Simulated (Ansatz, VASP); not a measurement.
BaS in VASP and in Ansatz

INCAR

```
SYSTEM = BaS
ALGO = Normal
EDIFF = 1E-7
ENCUT = 520
GGA = PS
ISIF = 2
ISMEAR = -1
LASPH = .True.
LCHARG = .False.
LREAL = .False.
LWAVE = .False.
NBANDS = 15
NELM = 100
PREC = Accurate
SIGMA = 0.02
```

The input KPOINTS:

```
k-points
0
Gamma
  8 8 8
  0 0 0
```

File POSCAR:

```
BaS
1.0
    0.0000000000      3.2895625000      3.1937500000
    3.2895625000      0.0000000000      3.1937500000
    3.2895625000      3.2895625000      0.0000000000
Ba S
1 1
Direct
    0.0000000000      0.0000000000      0.0000000000
    0.5000000000      0.5000000000      0.5000000000
```

Input for Ansatz:

```yaml
crystal:
  lattice:
    - [0.0, 3.2895625, 3.19375]
    - [3.2895625, 0.0, 3.19375]
    - [3.2895625, 3.2895625, 0.0]
  atoms:
    - { symbol: Ba, position: [0.0, 0.0, 0.0] }
    - { symbol: S, position: [0.5, 0.5, 0.5] }
kpoints:
  mp_grid: { grid: [8, 8, 8] }
  band_path:
    path:
      - [0.0, 0.0, 0.0]
      - [0.0, 0.5, 0.5]
      - [0.25, 0.75, 0.5]
      - [0.0, 0.5, 0.0]
      - [0.0, 0.0, 0.0]
      - [0.5, 0.5, 0.0]
      - [0.3826125, 0.6173875, 0.0]
      - [-0.3826125, 0.3826125, 0.0]
      - [0.0, 0.0, 0.0]
    npoints: 5
scf:
  occupations: { method: fermi_dirac, width: 0.02 }
hamiltonian:
  xc: pbesol
  pseudopotentials: { kind: all_electron, lapw: { basis_error: 0.00025 } }
output:
  forces: true
  stress: true
  eigenvalues: true
```

Change from the starting cell: equal xx and yy strain of +3 %.

Alike in both runs: task single point; functional PBEsol; k mesh 8 × 8 × 8; occupations fermi-dirac, width 0.02 eV; no spin polarisation.

|  | VASP | Ansatz |
| --- | --- | --- |
| version | VASP 6.6.1 | Ansatz 0.2.0 |
| potentials or method | VASP PAW PBE potentials, release 64 (Ba_sv, S), cutoff 520 eV | all-electron LAPW, scalar-relativistic |

```csv
,VASP,Ansatz,Ansatz less VASP
gap on the k mesh at the Fermi level (eV),2.01,2.10,+0.092
pressure (GPa),-2.7,-3.2,-0.50
"traceless stress, the component that is largest in VASP (GPa)",1.25,1.11,-0.135
```

VASP's potentials were made for PBE, not for PBEsol. Ansatz ran all-electron here, and VASP with PAW potentials.

Neither program's run includes spin-orbit coupling.
